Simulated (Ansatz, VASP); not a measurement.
# Two plane-wave programs on InP

```
In P
1.0
     0.00000    2.98003    3.06944
     2.98003    0.00000    3.06944
     2.98003    2.98003    0.00000
In P
1 1
Cartesian
  0.0000 0.0000 0.0000
  4.4701 4.4701 4.6042
```

Change from the starting cell: strain +0.0300 x Voigt [0, 0, 1, 0, 0, 0], atoms carried along.

Alike in both runs: task single point; functional PBE; k mesh 10 × 10 × 10; occupations gaussian, width 0.05 eV; no spin polarisation.

|  | VASP | Ansatz |
| --- | --- | --- |
| version | VASP 6.6.1 | Ansatz 0.2.0 |
| potentials or method | VASP PAW PBE potentials, release 64 (In_d, P), cutoff 520 eV | scalar-relativistic, plane waves, PAW |
| valence electrons in the cell | 18 | 18 |

```csv
,VASP,Ansatz,Ansatz less VASP
gap on the k mesh at the Fermi level (eV),0.23,0.23,+0.003
least direct gap on the mesh (eV),0.23,0.23,+0.003
pressure (GPa),-1.7,-1.7,+0.04
"traceless stress, the component that is largest in VASP (GPa)",-0.86,-0.86,0.000
```

The functional is the same, so the differences come from potentials, cutoffs and numerics.
